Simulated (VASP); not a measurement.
The system is GaAs.

```
Ga As
1.0
     0.00000    2.82685    2.82685
     2.82685    0.00000    2.82685
     2.82685    2.82685    0.00000
Ga As
1 1
Direct
  0.00000 0.00000 0.00000
  0.75000 0.75000 0.75000
```

Program: VASP 6.6.1. Alike in all runs: task single point; potentials or basis VASP PAW PBE potentials, release 64 (Ga_d, As); no spin polarisation; cell as given; k mesh 4 × 4 × 4; cutoff (eV) 520; smearing gaussian 0.05 eV.

**Question.** Order these runs on this cell by their band gap on the k mesh, lowest first.
A. level PBE-based screened hybrid with 50 % exact exchange; grid for exact exchange (PRECFOCK) Normal; share of exact exchange 0.5; screening parameter 0.20787 1/Å
B. level PBE-based global hybrid with 35 % exact exchange; grid for exact exchange (PRECFOCK) Normal; share of exact exchange 0.35
C. level r2SCAN-based global hybrid with 15 % exact exchange; grid for exact exchange (PRECFOCK) Normal; share of exact exchange 0.15
D. level PBE
E. level PBE-based screened hybrid with 25 % exact exchange; grid for exact exchange (PRECFOCK) Normal; share of exact exchange 0.25; screening parameter 0.15 1/Å

**Answer.** D (0.51 eV), E (1.62 eV), C (1.84 eV), A (2.55 eV), B (2.89 eV).

Caveats: all runs use coarse meshes.

A k mesh can miss the band edges.
